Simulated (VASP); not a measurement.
Hg, 3 atoms in the cell. Symmetry: P6/mmm, No. 191, hexagonal system. The conventional cell has a = 5.579 Å, b = 5.579 Å, c = 3.283 Å, α = 90.00°, β = 90.00°, γ = 120.00°. Hg (site symmetry -6m2) has 11 Hg at 3.22 to 3.62 Å within 4.2 Å. Hg (site symmetry 6/mmm) has 14 Hg at 3.28 to 3.62 Å within 4.3 Å. 

- Program: VASP 6.6.1
- Task: single point
- Functional: PBE
- Potentials or basis: VASP PAW PBE potentials, release 64 (Hg)
- Cutoff: 520 eV
- k mesh: 8 × 8 × 9
- Occupations: fermi-dirac, width 0.05 eV
- Spin: no spin polarisation
- Dipole correction: no
- Further INCAR settings: ALGO = Normal; EDIFF = 1e-07; NBANDS = 25

Potentials or basis: VASP PAW PBE potentials, release 64 (Hg).

The run is started by

```bash
$ cat potpaw_PBE.64/Hg/POTCAR > POTCAR
$ mpirun -np 1 vasp_std > vasp.out
```

Hardware: 1 thread of Intel(R) Xeon(R) Platinum 8259CL CPU @ 2.50GHz (Skylake/Cascade Lake), with other jobs on the host.

Task: Estimate the wall time of this run.

Result: Wall time 92 s on 1 thread of Intel(R) Xeon(R) Platinum 8259CL CPU @ 2.50GHz (Skylake/Cascade Lake), on a shared host, peak memory 0.24 GiB. Counts: scf iterations 12, k points 50.
